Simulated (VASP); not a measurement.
# Pb (Im-3m) in VASP: notebook

Pb is run at these levels: PBE, PBEsol; tasks: electric field gradients.

All numbers are computed with VASP 6.6.1; they aren't measurements. Logs are shortened: lines on timing, memory, paths and dates and some standing lists are left out, and cuts for length are marked.

### 1 The cell of the first run

Symmetry: Im-3m, No. 229, cubic system. The conventional cell has a = 3.959 Å, b = 3.959 Å, c = 3.959 Å, α = 90.00°, β = 90.00°, γ = 90.00°. Pb (site symmetry m-3m) has 14 Pb at 3.43 to 3.96 Å within 4.5 Å.

### 2 Electric field gradients, PBE

File INCAR:

```
SYSTEM = Pb
PREC     = Accurate       ! precision mode
ENCUT    = 520            ! plane-wave cutoff, eV
EDIFF    = 1E-8           ! SCF threshold, eV
ISMEAR   = -1             ! smearing method
SIGMA    = 0.08           ! smearing width, eV
LREAL    = .FALSE.        ! projectors in reciprocal space
LASPH    = .TRUE.         ! aspherical terms in the spheres
NELM     = 60             ! most SCF steps
ALGO     = Normal         ! electronic algorithm
ISIF     = 2              ! what is computed and relaxed
LWAVE    = .FALSE.        ! write WAVECAR
LCHARG   = .FALSE.        ! write CHGCAR
GGA      = PE             ! functional
LEFG     = .TRUE.       
NBANDS   = 13             ! bands
```

File KPOINTS:

```
regular mesh
0
G
  13 13 13
  0 0 0
```

File POSCAR:

```
Pb
1.0
   -1.9796595667      1.9796595667      1.9796595667
    1.9796595667     -1.9796595667      1.9796595667
    1.9796595667      1.9796595667     -1.9796595667
Pb
1
Direct
    0.0000000000      0.0000000000      0.0000000000
```

Potentials or basis: VASP PAW PBE potentials, release 64 (Pb_d).

Launch:

```console
cat potpaw_PBE.64/Pb_d/POTCAR > POTCAR
mpirun -np 1 vasp_std > vasp.out
```

OUTCAR:

```text
SYSTEM = Pb
   PREC = Accurate
   ENCUT = 520
   EDIFF = 1E-8
   ISMEAR = -1
   LREAL = .FALSE.
   LASPH = .TRUE.
   NELM = 60
   ISIF = 2
   GGA = PE

 ion  position               nearest neighbor table
   1  0.000  0.000  0.000-

  LATTYP: Found a body centered cubic cell.
 ALAT       =     3.9593191334

  Lattice vectors:

 A1 = (  -1.9796595667,   1.9796595667,   1.9796595667)
 A2 = (   1.9796595667,  -1.9796595667,   1.9796595667)
 A3 = (   1.9796595667,   1.9796595667,  -1.9796595667)

Analysis of symmetry for initial positions (statically):
=====================================================================
 Subroutine PRICEL returns:
 Original cell was already a primitive cell.

 Routine SETGRP: Setting up the symmetry group for a
 body centered cubic supercell.

 Subroutine GETGRP returns: Found 48 space group operations
 (whereof 48 operations were pure point group operations)
 out of a pool of 48 trial point group operations.

The static configuration has the point symmetry O_h .

Analysis of symmetry for dynamics (positions and initial velocities):
=====================================================================
 Subroutine PRICEL returns:
 Original cell was already a primitive cell.

 Routine SETGRP: Setting up the symmetry group for a
 body centered cubic supercell.

 Subroutine GETGRP returns: Found 48 space group operations
 (whereof 48 operations were pure point group operations)
 out of a pool of 48 trial point group operations.

The dynamic configuration has the point symmetry O_h .

 Subroutine INISYM returns: Found 48 space group operations
 (whereof 48 operations are pure point group operations),
 and found     1 'primitive' translations

----------------------------------------------------------------------------------------

                                     Primitive cell

  volume of cell :      31.0336

  direct lattice vectors                    reciprocal lattice vectors
    -1.979659567  1.979659567  1.979659567     0.000000000  0.252568678  0.252568678
     1.979659567 -1.979659567  1.979659567     0.252568678  0.000000000  0.252568678
     1.979659567  1.979659567 -1.979659567     0.252568678  0.252568678  0.000000000

  length of vectors
     3.428870951  3.428870951  3.428870951     0.357186050  0.357186050  0.357186050

  position of ions in fractional coordinates (direct lattice)
     0.000000000  0.000000000  0.000000000

  ion indices of the primitive-cell ions
   primitive index   ion index
                 1           1

----------------------------------------------------------------------------------------

 KPOINTS: regular mesh

Automatic generation of k-mesh.
 Grid dimensions read from file:
 generate k-points for:   13   13   13

 Generating k-lattice:

  Cartesian coordinates                     Fractional coordinates (reciprocal lattice)
     0.000000000  0.019428360  0.019428360     0.076923077  0.000000000  0.000000000
     0.019428360  0.000000000  0.019428360     0.000000000  0.076923077  0.000000000
     0.019428360  0.019428360  0.000000000     0.000000000  0.000000000  0.076923077

  Length of vectors
     0.027475850  0.027475850  0.027475850

  Shift w.r.t. Gamma in fractional coordinates (k-lattice)
     0.000000000  0.000000000  0.000000000

 Subroutine IBZKPT returns following result:
 ===========================================

 Found     84 irreducible k-points:

 Following reciprocal coordinates:
            Coordinates               Weight
  0.000000  0.000000  0.000000      1.000000
  0.076923  0.000000  0.000000     12.000000
  0.153846  0.000000  0.000000     12.000000
  0.230769  0.000000  0.000000     12.000000
  0.307692  0.000000  0.000000     12.000000
  0.384615  0.000000  0.000000     12.000000
[... 16 lines left out ...]
  0.153846  0.076923  0.076923     24.000000
  0.230769  0.076923  0.076923     24.000000
 [... further k-points ...]
   k-points           NKPTS =     84   k-points in BZ     NKDIM =     84   number of bands    NBANDS=     13
   number of dos      NEDOS =    301   number of ions     NIONS =      1
   total plane-waves  NPLWV =  21952
   dimension x,y,z NGX =    28 NGY =   28 NGZ =   28
   dimension x,y,z NGXF=    56 NGYF=   56 NGZF=   56
   ions per type =               1
   NGX,Y,Z   is equivalent  to a cutoff of  13.58, 13.58, 13.58 a.u.
   NGXF,Y,Z  is equivalent  to a cutoff of  27.15, 27.15, 27.15 a.u.
 SYSTEM =  Pb
   PREC   = accura    normal or accurate (medium, high low for compatibility)
   ISTART =      0    job   : 0-new  1-cont  2-samecut
   ICHARG =      2    charge: 1-file 2-atom 10-const
   ISPIN  =      1    spin polarized calculation?
   LNONCOLLINEAR =      F non collinear calculations
   LSORBIT =      F    spin-orbit coupling
   LASPH  =      T    aspherical Exc in radial PAW
   ENCUT  =  520.0 eV  38.22 Ry    6.18 a.u.   6.38  6.38  6.38*2*pi/ulx,y,z
   NELM   =     60;   NELMIN=  2; NELMDL= -5     # of ELM steps
   EDIFF  = 0.1E-07   stopping-criterion for ELM
   LREAL  =      F    real-space projection
   EDIFFG = 0.1E-06   stopping-criterion for IOM
   NSW    =      0    number of steps for IOM
   IBRION =     -1    ionic relax: 0-MD 1-quasi-New 2-CG
   NFREE  =      0    steps in history (QN), initial steepest desc. (CG)
   ISIF   =      2    stress and relaxation
   ISYM   =      2    0-nonsym 1-usesym 2-fastsym
   POTIM  = 0.5000    time-step for ionic-motion
   TEBEG  =    0.0;   TEEND  =   0.0 temperature during run
   PSTRESS=    0.0 pullay stress
   NELECT =      14.0000    total number of electrons
   NUPDOWN=      -1.0000    fix difference up-down
   EMIN   =  10.00;   EMAX   =-10.00  energy-range for DOS
   EFERMI =   0.00;   METHOD = LEGACY
   ISMEAR =    -1;   SIGMA  =   0.08  broadening in eV -4-tet -1-fermi 0-gaus
   EFERMI_NEDOS =   21; number of points for ismear=-14 and -15
   IALGO  =     38    algorithm
   IMIX   =      4    mixing-type and parameters
     AMIX     =   0.40;   BMIX     =  1.00
     AMIX_MAG =   1.60;   BMIX_MAG =  1.00
  volume/ion in A,a.u.               =      31.03       209.42
  Fermi-wavevector in a.u.,A,eV,Ry     =   1.255568  2.372680 21.448927  1.576452
  Thomas-Fermi vector in A             =   2.389319
   LORBIT       =      0    0 simple, 1 ext, 2 COOP (PROOUT), +10 PAW based schemes
   GGA     = PE    functional components
   LHFCALC =     F    Hartree Fock is set to
   AEXX    =    0.0000 exact exchange contribution
   IVDW    =     0    specifies the selected vdW correction
   LEPSILON=     F    determine dielectric tensor
   LRPA    =     F    only Hartree local field effects (RPA)
 non-spin polarized calculation
  energy-cutoff  :      520.00
  volume of cell :       31.03
 maximum number of plane-waves:       887
 NGX is ok and might be reduce to    28
   NGX = 13   NGY = 13   NGZ = 13

 number of electron      14.0000002 magnetization

 Free energy of the ion-electron system (eV)
  ---------------------------------------------------
  ext. energy  EPLUGINS =         0.00000000
  ---------------------------------------------------
  free energy    TOTEN  =        -3.52761154 eV

  energy without entropy =       -3.51566223  energy(sigma->0) =       -3.52163689

 E-fermi :   7.0373     XC(G=0): -10.0777

 val. band max:        6.9485768396   @ k =   0.1538   0.1538   0.0769
 cond. band min:       7.0419554047   @ k =  -0.4615   0.4615   0.3846
 fundamental gap:      0.0933785651
 Fermi energy:         7.0372807293

 k-point     1 :       0.0000    0.0000    0.0000
  band No.  band energies     occupation
      1     -10.0874      2.00000
      2     -10.0874      2.00000
      3     -10.0874      2.00000
      4      -9.8627      2.00000
      5      -9.8627      2.00000
      6      -4.5778      2.00000
      7      14.4648      0.00000
      8      14.4648      0.00000
      9      14.4648      0.00000
     10      18.1025      0.00000
     11      18.1025      0.00000
     12      18.1025      0.00000
     13      18.5442      0.00000

 k-point     2 :       0.0769    0.0000    0.0000
  band No.  band energies     occupation
      1     -10.0919      2.00000
      2     -10.0816      2.00000
      3     -10.0674      2.00000
      4      -9.8677      2.00000
      5      -9.8630      2.00000
      6      -4.4603      2.00000
      7      13.2353      0.00000
      8      14.0673      0.00000
      9      14.3103      0.00000
     10      17.3115      0.00000
     11      17.7770      0.00000
     12      17.9786      0.00000
     13      19.3253      0.00000

 k-point     3 :       0.1538    0.0000    0.0000
  band No.  band energies     occupation
      1     -10.1044      2.00000
      2     -10.0683      2.00000
      3     -10.0117      2.00000
      4      -9.8801      2.00000
      5      -9.8643      2.00000
      6      -4.1076      2.00000
      7      10.9774      0.00000
      8      13.1821      0.00000
      9      13.8762      0.00000
     10      16.3130      0.00000
     11      17.2050      0.00000
     12      17.9963      0.00000
     13      20.0937      0.00000
[... 305 lines left out ...]
 k-point    23 :       0.1538    0.0769    0.0769
  band No.  band energies     occupation
      1     -10.1106      2.00000
      2     -10.0789      2.00000
      3      -9.9056      2.00000
      4      -9.8838      2.00000
      5      -9.8714      2.00000
      6      -3.2941      2.00000
      7       8.3089      0.00000
      8      11.1441      0.00000
      9      11.8887      0.00000
     10      17.4298      0.00000
     11      17.9681      0.00000
     12      18.9649      0.00000
     13      20.3560      0.00000

 k-point    24 :       0.2308    0.0769    0.0769
  band No.  band energies     occupation
      1     -10.1277      2.00000
      2     -10.0653      2.00000
      3      -9.8896      2.00000
      4      -9.8698      2.00000
      5      -9.8414      2.00000
      6      -2.5139      2.00000
      7       6.4370      1.99890
      8      10.0538      0.00000
      9      11.2969      0.00000
     10      16.9994      0.00000
     11      17.9960      0.00000
     12      19.4525      0.00000
     13      20.9580      0.00000

 [... further k-points ...]
[... 5 lines left out ...]
  --------------------------------------------------------------------------------------
  -------------------------------------------------------------------------------------
  Total        0.2121050      0.2121050      0.2121050     -0.0000000     -0.0000000      0.0000000
  in kB       10.9503968     10.9503968     10.9503968     -0.0000000     -0.0000000      0.0000000
  external PRESSURE =      10.9503968 kB  Pullay stress =       0.0000000 kB

 VOLUME and BASIS-vectors are now :
 -----------------------------------------------------------------------------
  energy-cutoff  :      520.00
  volume of cell :       31.03
      direct lattice vectors                 reciprocal lattice vectors
    -1.979659567  1.979659567  1.979659567     0.000000000  0.252568678  0.252568678
     1.979659567 -1.979659567  1.979659567     0.252568678  0.000000000  0.252568678
     1.979659567  1.979659567 -1.979659567     0.252568678  0.252568678  0.000000000

 POSITION                                       TOTAL-FORCE (eV/Angst)
 -----------------------------------------------------------------------------------
      0.00000      0.00000      0.00000         0.000000      0.000000      0.000000
 -----------------------------------------------------------------------------------
    total drift:                               -0.000000     -0.000000     -0.000000

  FREE ENERGIE OF THE ION-ELECTRON SYSTEM (eV)
  ---------------------------------------------------
  free  energy   TOTEN  =        -3.5276115365 eV

  energy  without entropy=       -3.5156622345  energy(sigma->0) =       -3.52163689

 Electric field gradients (V/A^2)
---------------------------------------------------------------------
 ion       V_xx      V_yy      V_zz      V_xy      V_xz      V_yz
---------------------------------------------------------------------
   1       0.000     0.000    -0.000    -0.000    -0.000    -0.000
---------------------------------------------------------------------

 Electric field gradients after diagonalization (V/A^2)
 (convention: |V_zz| > |V_xx| > |V_yy|)
----------------------------------------------------------------------
 ion       V_xx      V_yy      V_zz     asymmetry (V_yy - V_xx)/ V_zz
----------------------------------------------------------------------
   1       0.000     0.000    -0.000       0.000
----------------------------------------------------------------------

           NMR quadrupolar parameters

 Cq : quadrupolar parameter    Cq=e*Q*V_zz/h
 eta: asymmetry parameters     (V_yy - V_xx)/ V_zz
 Q  : nuclear electric quadrupole moment in mb (millibarn)
----------------------------------------------------------------------
 ion       Cq(MHz)       eta       Q (mb)
----------------------------------------------------------------------
   1      -0.000       0.000       1.000
----------------------------------------------------------------------
```

Run time: 40 s. Hardware: 1 thread of Intel Xeon Platinum 8375C at 2.90GHz (Ice Lake), shared host; peak memory 0.17 GiB.

Results:

```
Free energy            : -3.5276 eV
Pressure               : 1.1 GPa
Band gap on the k mesh : zero (band 7 reaches 14.46 eV, above the bottom of band 8 at 5.15 eV)
```

Levels at points of the mesh, in eV from the Fermi level:
```tsv
k point	band 3	band 4	band 5	band 6	band 7	band 8	band 9	band 10	band 11	band 12
(0.00, 0.00, 0.00)	-17.12	-16.90	-16.90	-11.62	7.43	7.43	7.43	11.07	11.07	11.07
```

Caveat: without QUAD_EFG the Cq values of the log hold for a quadrupole moment of 1 mb, not for the nuclei; spin-orbit coupling is left out, which moves the levels of the heavy elements.

(Part 1 of 2 ends here.)
